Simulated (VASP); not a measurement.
Input of a VASP 6.6.1 run:

Contents of INCAR:

```
ALGO = Fast
EDIFF = 1E-7
ENCUT = 520
GGA = PE
ISIF = 2
ISMEAR = 0
LASPH = True
LCHARG = False
LREAL = False
LWAVE = False
NBANDS = 30
NELM = 60
PREC = Accurate
SIGMA = 0.1
```

The input KPOINTS:

```
k-points
0
Gamma
  3 3 4
```

File POSCAR:

```
RbNa3Te2
1.0
    7.4680368816      0.0000000000      0.0000000000
   -3.7340184408      6.4675096558      0.0000000000
    0.0000000000      0.0000000000      4.5828808272
Rb Na Te
1 3 2
Direct
    0.0000000000      0.0000000000      0.0000000000
    0.5000000000      0.0000000000      0.5000000000
    0.5000000000      0.5000000000      0.5000000000
    0.0000000000      0.5000000000      0.5000000000
    0.6666666667      0.3333333333      0.0000000000
    0.3333333333      0.6666666667      0.0000000000
```

Potentials or basis: VASP PAW PBE potentials, release 64 (Rb_sv, Na_pv, Te).

Command:

```sh
$ cat potpaw_PBE.64/Rb_sv/POTCAR potpaw_PBE.64/Na_pv/POTCAR potpaw_PBE.64/Te/POTCAR > POTCAR
$ mpirun -np 1 vasp_std > vasp.out
```

(1) What does it give for the band gap on the k mesh?

(2) Estimate the pressure.

## Answers

(1) zero (band 21 reaches 1.71 eV, above the bottom of band 22 at 1.61 eV).

(2) 0.2 GPa.

Caveat: spin-orbit coupling is left out, which moves the levels of the heavy elements.
